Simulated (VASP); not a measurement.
# Ge (C2/c) in VASP: further runs

Ge is run at these levels: LDA; tasks: single point.

All numbers are computed with VASP 6.6.1; they aren't measurements. Logs are shortened: lines on timing, memory, paths and dates and some standing lists are left out, and cuts for length are marked.

## 1. The cell of the first run

The structure is monoclinic, space group C2/c (No. 15). The conventional cell has a = 5.556 Å, b = 5.556 Å, c = 3.999 Å, α = 90.00°, β = 134.00°, γ = 90.00°. Within 3.1 Å of Ge (site symmetry 2) lie 4 Ge at 2.38 to 2.49 Å.

## 2. Single point, LDA (atoms displaced along a vibrational mode, the cell strained)

Contents of INCAR:

```
SYSTEM = Ge
PREC     = Accurate       ! precision mode
ENCUT    = 520            ! plane-wave cutoff, eV
EDIFF    = 1E-6           ! SCF threshold, eV
ISMEAR   = 0              ! smearing method
SIGMA    = 0.15           ! smearing width, eV
LREAL    = .FALSE.        ! projectors in reciprocal space
LASPH    = .TRUE.         ! aspherical terms in the spheres
NELM     = 80             ! most SCF steps
ALGO     = Normal         ! electronic algorithm
ISIF     = 2              ! what is computed and relaxed
LWAVE    = .FALSE.        ! write WAVECAR
LCHARG   = .FALSE.        ! write CHGCAR
GGA      = CA             ! functional
NBANDS   = 21             ! bands
```

Contents of KPOINTS:

```
Automatic mesh
0
G
  14 14 14
  0 0 0
```

Contents of POSCAR:

```
Ge
1.0
    0.0000000000      2.7779676512      2.8762020514
    2.7779676512      0.0000000000      2.8762020514
    2.7779676512      2.7779676512      0.0000000000
Ge
2
Direct
    0.5087522293      0.4912477707      0.4912477707
    0.7412477707      0.7587522293      0.7587522293
```

Potentials or basis: VASP PAW LDA potentials, release 64 (Ge_d).

Started as:

```console
$ cat potpaw_LDA.64/Ge_d/POTCAR > POTCAR
$ mpirun -np 1 vasp_std > vasp.out
```

OUTCAR:

```text
SYSTEM = Ge
   PREC = Accurate
   ENCUT = 520
   EDIFF = 1E-6
   ISMEAR = 0
   LREAL = .FALSE.
   LASPH = .TRUE.
   NELM = 80
   ISIF = 2
   GGA = CA

 ion  position               nearest neighbor table
   1  0.509  0.491  0.491-   2 2.38   2 2.38   2 2.49   2 2.49
   2  0.741  0.759  0.759-   1 2.38   1 2.38   1 2.49   1 2.49

  LATTYP: Found a body centered tetragonal cell.
 ALAT       =     3.9286395282
 C/A-ratio  =     1.4642229356

  Lattice vectors:

 A1 = (  -2.7779676512,   0.0000000000,   2.8762020514)
 A2 = (   2.7779676512,   0.0000000000,   2.8762020514)
 A3 = (   0.0000000000,   2.7779676512,  -2.8762020514)

Analysis of symmetry for initial positions (statically):
=====================================================================
 Subroutine PRICEL returns:
 Original cell was already a primitive cell.

 Routine SETGRP: Setting up the symmetry group for a
 body centered tetragonal supercell.

 Subroutine GETGRP returns: Found  4 space group operations
 (whereof  2 operations were pure point group operations)
 out of a pool of 16 trial point group operations.

The static configuration has the point symmetry C_2 .
 The point group associated with its full space group is C_2h.

Analysis of symmetry for dynamics (positions and initial velocities):
=====================================================================
 Subroutine PRICEL returns:
 Original cell was already a primitive cell.

 Routine SETGRP: Setting up the symmetry group for a
 body centered tetragonal supercell.

 Subroutine GETGRP returns: Found  4 space group operations
 (whereof  2 operations were pure point group operations)
 out of a pool of 16 trial point group operations.

The dynamic configuration has the point symmetry C_2 .
 The point group associated with its full space group is C_2h.

 Subroutine INISYM returns: Found  4 space group operations
 (whereof  2 operations are pure point group operations),
 and found     1 'primitive' translations

----------------------------------------------------------------------------------------

                                     Primitive cell

  volume of cell :      44.3919

  direct lattice vectors                    reciprocal lattice vectors
     0.000000000  2.777967651  2.876202051    -0.179987697  0.179987697  0.173840360
     2.777967651  0.000000000  2.876202051     0.179987697 -0.179987697  0.173840360
     2.777967651  2.777967651  0.000000000     0.179987697  0.179987697 -0.173840360

  length of vectors
     3.998705104  3.998705104  3.928639528     0.308239538  0.308239538  0.308239538

  position of ions in fractional coordinates (direct lattice)
     0.508752229  0.491247771  0.491247771
     0.741247771  0.758752229  0.758752229

  ion indices of the primitive-cell ions
   primitive index   ion index
                 1           1
                 2           2

----------------------------------------------------------------------------------------

 KPOINTS: Automatic mesh

Automatic generation of k-mesh.
 Grid dimensions read from file:
 generate k-points for:   14   14   14

 Generating k-lattice:

  Cartesian coordinates                     Fractional coordinates (reciprocal lattice)
    -0.012856264  0.012856264  0.012417169     0.071428571 -0.000000000  0.000000000
     0.012856264 -0.012856264  0.012417169    -0.000000000  0.071428571  0.000000000
     0.012856264  0.012856264 -0.012417169     0.000000000  0.000000000  0.071428571

  Length of vectors
     0.022017110  0.022017110  0.022017110

  Shift w.r.t. Gamma in fractional coordinates (k-lattice)
     0.000000000  0.000000000  0.000000000

 Subroutine IBZKPT returns following result:
 ===========================================

 Found    744 irreducible k-points:

 Following reciprocal coordinates:
            Coordinates               Weight
  0.000000  0.000000  0.000000      1.000000
  0.071429 -0.000000  0.000000      4.000000
  0.000000  0.000000 -0.071429      4.000000
  0.142857  0.000000  0.000000      4.000000
  0.000000  0.000000 -0.142857      4.000000
  0.214286 -0.000000  0.000000      4.000000
[... 16 lines left out ...]
  0.357143  0.071429  0.000000      4.000000
  0.071429  0.071429 -0.285714      4.000000
 [... further k-points ...]
   k-points           NKPTS =    744   k-points in BZ     NKDIM =    744   number of bands    NBANDS=     21
   number of dos      NEDOS =    301   number of ions     NIONS =      2
   total plane-waves  NPLWV =  27000
   dimension x,y,z NGX =    30 NGY =   30 NGZ =   30
   dimension x,y,z NGXF=    60 NGYF=   60 NGZF=   60
   ions per type =               2
   NGX,Y,Z   is equivalent  to a cutoff of  12.47, 12.47, 12.69 a.u.
   NGXF,Y,Z  is equivalent  to a cutoff of  24.94, 24.94, 25.39 a.u.
 SYSTEM =  Ge
   PREC   = accura    normal or accurate (medium, high low for compatibility)
   ISTART =      0    job   : 0-new  1-cont  2-samecut
   ICHARG =      2    charge: 1-file 2-atom 10-const
   ISPIN  =      1    spin polarized calculation?
   LNONCOLLINEAR =      F non collinear calculations
   LSORBIT =      F    spin-orbit coupling
   LASPH  =      T    aspherical Exc in radial PAW
   ENCUT  =  520.0 eV  38.22 Ry    6.18 a.u.   7.43  7.43  7.30*2*pi/ulx,y,z
   NELM   =     80;   NELMIN=  2; NELMDL= -5     # of ELM steps
   EDIFF  = 0.1E-05   stopping-criterion for ELM
   LREAL  =      F    real-space projection
   EDIFFG = 0.1E-04   stopping-criterion for IOM
   NSW    =      0    number of steps for IOM
   IBRION =     -1    ionic relax: 0-MD 1-quasi-New 2-CG
   NFREE  =      0    steps in history (QN), initial steepest desc. (CG)
   ISIF   =      2    stress and relaxation
   ISYM   =      2    0-nonsym 1-usesym 2-fastsym
   POTIM  = 0.5000    time-step for ionic-motion
   TEBEG  =    0.0;   TEEND  =   0.0 temperature during run
   PSTRESS=    0.0 pullay stress
   NELECT =      28.0000    total number of electrons
   NUPDOWN=      -1.0000    fix difference up-down
   EMIN   =  10.00;   EMAX   =-10.00  energy-range for DOS
   EFERMI =   0.00;   METHOD = LEGACY
   ISMEAR =     0;   SIGMA  =   0.15  broadening in eV -4-tet -1-fermi 0-gaus
   EFERMI_NEDOS =   21; number of points for ismear=-14 and -15
   IALGO  =     38    algorithm
   IMIX   =      4    mixing-type and parameters
     AMIX     =   0.40;   BMIX     =  1.00
     AMIX_MAG =   1.60;   BMIX_MAG =  1.00
  volume/ion in A,a.u.               =      22.20       149.79
  Fermi-wavevector in a.u.,A,eV,Ry     =   1.403976  2.653129 26.819093  1.971148
  Thomas-Fermi vector in A             =   2.526584
   LORBIT       =      0    0 simple, 1 ext, 2 COOP (PROOUT), +10 PAW based schemes
   GGA     = CA    functional components
   LHFCALC =     F    Hartree Fock is set to
   AEXX    =    0.0000 exact exchange contribution
   IVDW    =     0    specifies the selected vdW correction
   LEPSILON=     F    determine dielectric tensor
   LRPA    =     F    only Hartree local field effects (RPA)
 non-spin polarized calculation
 Gauss-broadening in eV      SIGMA  =   0.15
  energy-cutoff  :      520.00
  volume of cell :       44.39
 maximum number of plane-waves:      1223
 NGX is ok and might be reduce to    30
   NGX = 15   NGY = 15   NGZ = 15

 number of electron      27.9999976 magnetization

 Free energy of the ion-electron system (eV)
  ---------------------------------------------------
  ext. energy  EPLUGINS =         0.00000000
  ---------------------------------------------------
  free energy    TOTEN  =       -10.33040608 eV

  energy without entropy =      -10.32950808  energy(sigma->0) =      -10.32995708

 E-fermi :   5.0508     XC(G=0): -10.3841

 val. band max:        5.0408758808   @ k =   0.3571   0.0000   0.0000
 cond. band min:       5.1588101342   @ k =   0.0000  -0.4286  -0.4286
 fundamental gap:      0.1179342534
 Fermi energy:         5.0507522637

 k-point     1 :       0.0000    0.0000    0.0000
  band No.  band energies     occupation
      1     -20.0814      2.00000
      2     -20.0721      2.00000
      3     -20.0375      2.00000
      4     -20.0284      2.00000
      5     -20.0212      2.00000
      6     -19.8186      2.00000
[... 13 lines left out ...]
     20      14.1272      0.00000
     21      14.8943      0.00000

 k-point     2 :       0.0714   -0.0000    0.0000
  band No.  band energies     occupation
      1     -20.0834      2.00000
      2     -20.0730      2.00000
      3     -20.0375      2.00000
      4     -20.0248      2.00000
      5     -20.0180      2.00000
      6     -19.8200      2.00000
[... 13 lines left out ...]
     20      13.6886      0.00000
     21      14.3327      0.00000

 k-point     3 :       0.0000    0.0000   -0.0714
  band No.  band energies     occupation
      1     -20.0845      2.00000
      2     -20.0739      2.00000
      3     -20.0460      2.00000
      4     -20.0184      2.00000
      5     -20.0156      2.00000
      6     -19.8218      2.00000
[... 13 lines left out ...]
     20      13.6200      0.00000
     21      14.2971      0.00000

 k-point     4 :       0.1429    0.0000    0.0000
  band No.  band energies     occupation
      1     -20.0881      2.00000
      2     -20.0751      2.00000
      3     -20.0356      2.00000
      4     -20.0168      2.00000
      5     -20.0104      2.00000
      6     -19.8239      2.00000
[... 13 lines left out ...]
     20      13.2497      0.00000
     21      13.7297      0.00000

 k-point     5 :       0.0000    0.0000   -0.1429
  band No.  band energies     occupation
      1     -20.0928      2.00000
      2     -20.0762      2.00000
      3     -20.0554      2.00000
      4     -20.0047      2.00000
      5     -20.0037      2.00000
      6     -19.8290      2.00000
[... 13 lines left out ...]
     20      13.1114      0.00000
     21      13.6232      0.00000
[... 382 lines left out ...]
     20      13.5482      0.00000
     21      14.3167      0.00000

 k-point    22 :       0.0714    0.0714   -0.2143
  band No.  band energies     occupation
      1     -20.1063      2.00000
      2     -20.0879      2.00000
      3     -20.0668      2.00000
      4     -19.9863      2.00000
      5     -19.9723      2.00000
      6     -19.8588      2.00000
[... 13 lines left out ...]
     20      13.4383      0.00000
     21      14.0217      0.00000

 k-point    23 :       0.3571    0.0714    0.0000
  band No.  band energies     occupation
      1     -20.1036      2.00000
      2     -20.0813      2.00000
      3     -20.0228      2.00000
      4     -19.9896      2.00000
      5     -19.9813      2.00000
      6     -19.8606      2.00000
[... 13 lines left out ...]
     20      13.8928      0.00000
     21      14.8558      0.00000

 k-point    24 :       0.0714    0.0714   -0.2857
  band No.  band energies     occupation
      1     -20.1121      2.00000
      2     -20.0909      2.00000
      3     -20.0667      2.00000
      4     -19.9788      2.00000
      5     -19.9662      2.00000
      6     -19.8608      2.00000
[... 13 lines left out ...]
     20      13.6700      0.00000
     21      14.5100      0.00000

 [... further k-points ...]

------------------------ aborting loop because EDIFF is reached ----------------------------------------

  FORCE on cell =-STRESS in cart. coord.  units (eV):
  Direction    XX          YY          ZZ          XY          YZ          ZX
  --------------------------------------------------------------------------------------
  -------------------------------------------------------------------------------------
  Total        0.3350215      0.4534845     -0.2856539      0.0000000     -0.8785966      0.0000000
  in kB       12.0914826     16.3670089    -10.3097228      0.0000000    -31.7100077      0.0000000
  external PRESSURE =       6.0495896 kB  Pullay stress =       0.0000000 kB

 VOLUME and BASIS-vectors are now :
 -----------------------------------------------------------------------------
  energy-cutoff  :      520.00
  volume of cell :       44.39
      direct lattice vectors                 reciprocal lattice vectors
     0.000000000  2.777967651  2.876202051    -0.179987697  0.179987697  0.173840360
     2.777967651  0.000000000  2.876202051     0.179987697 -0.179987697  0.173840360
     2.777967651  2.777967651  0.000000000     0.179987697  0.179987697 -0.173840360

 POSITION                                       TOTAL-FORCE (eV/Angst)
 -----------------------------------------------------------------------------------
      2.72934      2.77797      2.87620         1.081074      0.000000      0.000000
      4.21558      4.16695      4.31430        -1.081074      0.000000      0.000000
 -----------------------------------------------------------------------------------
    total drift:                               -0.000000      0.000000      0.000000

  FREE ENERGIE OF THE ION-ELECTRON SYSTEM (eV)
  ---------------------------------------------------
  free  energy   TOTEN  =       -10.3304060771 eV

  energy  without entropy=      -10.3295080795  energy(sigma->0) =      -10.32995708
```

Wall time 14 min (1 thread of Intel Xeon 8259CL, shared host); peak memory 0.59 GiB.

Results:

| Property | Result |
| --- | --- |
| Free energy | -10.3304 eV |
| Pressure | 0.6 GPa |
| Largest force | 1.081 eV/Å |
| Band gap on the k mesh | zero (bands 14 and 15 overlap by 0.31 eV) |

Forces on the atoms (eV/Å):
```
Ge   1.081  0.000  0.000
Ge  -1.081  0.000  0.000
```

Stress tensor (GPa, compression positive):
```
 1.21  0.00  0.00
 0.00  1.64 -3.17
 0.00 -3.17 -1.03
```

Levels at points of the mesh, in eV from the Fermi level:
| k point | band 12 | band 13 | band 14 | band 15 | band 16 | band 17 |
| --- | --- | --- | --- | --- | --- | --- |
| (0.00, 0.00, 0.00) | -0.66 | -0.11 | -0.01 | 0.30 | 2.08 | 2.33 |
| (0.50, 0.00, 0.00) | -7.58 | -1.96 | -1.22 | -0.18 | 3.22 | 3.84 |
| (0.00, 0.00, 0.50) | -8.14 | -1.73 | -1.33 | 0.11 | 3.28 | 4.09 |
| (0.50, 0.50, 0.00) | -9.27 | -3.09 | -3.09 | 0.68 | 0.68 | 9.43 |
| (0.50, 0.00, 0.50) | -9.09 | -3.34 | -3.34 | 0.40 | 0.40 | 9.39 |
| (0.00, 0.50, 0.50) | -8.73 | -3.51 | -3.23 | 0.13 | 0.69 | 9.15 |

Caveat: the cell differs from its parent crystal (atoms displaced along a vibrational mode, the cell strained); semilocal functionals underestimate gaps, and a narrow one can read as zero; forces of over 1 eV/Å act on the atoms, so gaps and moduli don't describe the material at rest.

(Part 1 of 2 ends here.)

The gap in the log of VASP goes by the Fermi energy; the results here count the filled bands.